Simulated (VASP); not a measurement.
# NaNbInWO6: single point with PBE+U

The system is NaNbInWO6.

```
Na Nb In W O
1.0
     0.00000    4.02773    4.02773
     4.02773    0.00000    4.02773
     4.02773    4.02773    0.00000
Na Nb In W O
1 1 1 1 6
Direct
  0.25000 0.25000 0.25000
  0.00000 0.00000 0.00000
  0.75000 0.75000 0.75000
  0.50000 0.50000 0.50000
  0.74641 0.25359 0.25359
  0.25359 0.25359 0.74641
  0.74641 0.74641 0.25359
  0.74641 0.25359 0.74641
  0.25359 0.74641 0.25359
  0.25359 0.74641 0.74641
```

* Program: VASP 6.6.1
* Task: single point
* Functional: PBE
* Potentials or basis: VASP PAW PBE potentials, release 64 (Na_pv, Nb_sv, In_d, W_sv, O)
* Cutoff: 600 eV
* k mesh: 3 × 3 × 3, shifted
* Occupations: methfessel-paxton, width 0.15 eV
* Spin: no spin polarisation
* Hubbard terms: Nb d U = 6.0 eV, W d U = 4.5 eV

```
Pressure               : -1.2 GPa
Largest force          : 0.171 eV/Å
Band gap on the k mesh : zero (an odd number of electrons rules out a gap without spin polarisation)
```

Forces in eV/Å, atoms in the order of the input:
```
Na   0.000  0.000  0.000
Nb   0.000  0.000  0.000
In   0.000  0.000  0.000
W    0.000  0.000  0.000
O    0.171  0.000  0.000
O    0.000  0.000  0.171
O    0.000  0.000 -0.171
O    0.000 -0.171  0.000
O    0.000  0.171  0.000
O   -0.171  0.000  0.000
```

Levels at points of the mesh, in eV from the Fermi level:
| k point | band 38 | band 39 | band 40 | band 41 | band 42 | band 43 | band 44 | band 45 |
| --- | --- | --- | --- | --- | --- | --- | --- | --- |
| (0.50, 0.50, 0.50) | -3.23 | -3.07 | -2.95 | -1.15 | 1.03 | 1.35 | 1.35 | 1.71 |
| (0.50, 0.00, 0.00) | -3.23 | -3.07 | -2.95 | -1.15 | 1.03 | 1.35 | 1.35 | 1.71 |
| (0.00, 0.00, 0.50) | -3.23 | -3.07 | -2.95 | -1.15 | 1.03 | 1.35 | 1.35 | 1.71 |
| (0.00, 0.50, 0.00) | -3.23 | -3.07 | -2.95 | -1.15 | 1.03 | 1.35 | 1.35 | 1.71 |

Eigenvalues of the final occupation matrices:
```csv
site,spin,trace,eigenvalues
site 2 d,1,0.80,0.14 0.14 0.14 0.18 0.18
site 2 d,2,0.80,0.14 0.14 0.14 0.18 0.18
site 4 d,1,1.44,0.27 0.27 0.27 0.32 0.32
site 4 d,2,1.44,0.27 0.27 0.27 0.32 0.32
```

Run time: 22 min on 1 thread of AMD EPYC 7571, with other jobs on the host, peak memory 0.6 GiB.

Caveat: the k points lie up to 0.45 Å⁻¹ apart, too coarse for converged energies and pressures of a metal; spin-orbit coupling is left out, which moves the levels of the heavy elements; an odd number of electrons without spin polarisation forces a metal; a magnetic or distorted state may lie lower; U without spin polarisation on a metal has little footing.
